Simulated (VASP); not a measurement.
A run of VASP 6.6.1 is set up as follows.

INCAR

```
PREC = Accurate ; ENCUT = 520
EDIFF = 1E-6 ; ISMEAR = 0
SIGMA = 0.02 ; LREAL = False
LASPH = True ; NELM = 100
ALGO = Normal ; ISIF = 2
LWAVE = False ; LCHARG = True
GGA = PS ; LELF = True
LVHAR = True ; NBANDS = 35
```

KPOINTS

```
Automatic mesh
0
Gamma
  12 12 4
```

File POSCAR:

```
MoS2
1.0
    3.1414238149      0.0000000000      0.0000000000
   -1.5707119075      2.7205528277      0.0000000000
    0.0000000000      0.0000000000     12.5793987777
Mo S
2 4
Direct
    0.3333333333      0.6666666667      0.2500000000
    0.6666666667      0.3333333333      0.7500000000
    0.3333333333      0.6666666667      0.6260649714
    0.6666666667      0.3333333333      0.1260649714
    0.3333333333      0.6666666667      0.8739350286
    0.6666666667      0.3333333333      0.3739350286
```

Potentials or basis: VASP PAW PBE potentials, release 64 (Mo_sv, S).

The run is started by

```bash
$ cat potpaw_PBE.64/Mo_sv/POTCAR potpaw_PBE.64/S/POTCAR > POTCAR
$ mpirun -np 1 vasp_std > vasp.out
```

**Question.** Estimate the band gap on the k mesh.

**Answer.** 1.00 eV, indirect (least direct gap 1.75 eV).

**Question.** Predict the pressure.

**Answer.** 0.0 GPa.

Caveat: the PAW data sets were made with another functional, which shifts forces and pressure a little; this functional lacks dispersion, which binds the layers, so the pressure and a relaxed spacing across them are unreliable. A k mesh can miss the band edges.
